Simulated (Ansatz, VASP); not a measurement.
## BN in VASP and in Ansatz

```
CELL_PARAMETERS angstrom
2.47414 0.00000 0.00000
-1.22986 2.14682 0.00000
-0.62214 -1.07341 2.98169
ATOMIC_POSITIONS crystal
N 0.66851 0.33238 0.98500
B 0.97964 0.98350 0.00181
```

Change from the starting cell: volume scaled by 0.96.

Alike in both runs: task single point; functional PBEsol; k mesh 13 × 13 × 9; occupations fermi-dirac, width 0.05 eV; no spin polarisation.

```csv
,VASP,Ansatz
version,VASP 6.6.1,Ansatz 0.2.0
potentials or method,"VASP PAW PBE potentials, release 64 (N, B), cutoff 520 eV","all-electron LAPW, scalar-relativistic"
```

VASP gave:

| Item | Value |
| --- | --- |
| gap on the k mesh at the Fermi level (eV) | 2.68 |
| least direct gap on the mesh (eV) | 4.56 |
| pressure (GPa) | 13.8 |
| traceless stress, the component that is largest in VASP (GPa) | 11.93 |
| rms of the force components (eV/Å) | 1.731 |

What did Ansatz give for the same quantities?

gap on the k mesh at the Fermi level (eV): 2.68; least direct gap on the mesh (eV): 4.57; pressure (GPa): 13.4; traceless stress, the component that is largest in VASP (GPa): 11.59; rms of the force components (eV/Å): 1.733.

VASP's potentials were made for PBE, not for PBEsol. Atom by atom the forces differ by 0.003 eV/Å (rms over components). Ansatz ran all-electron here, and VASP with PAW potentials.
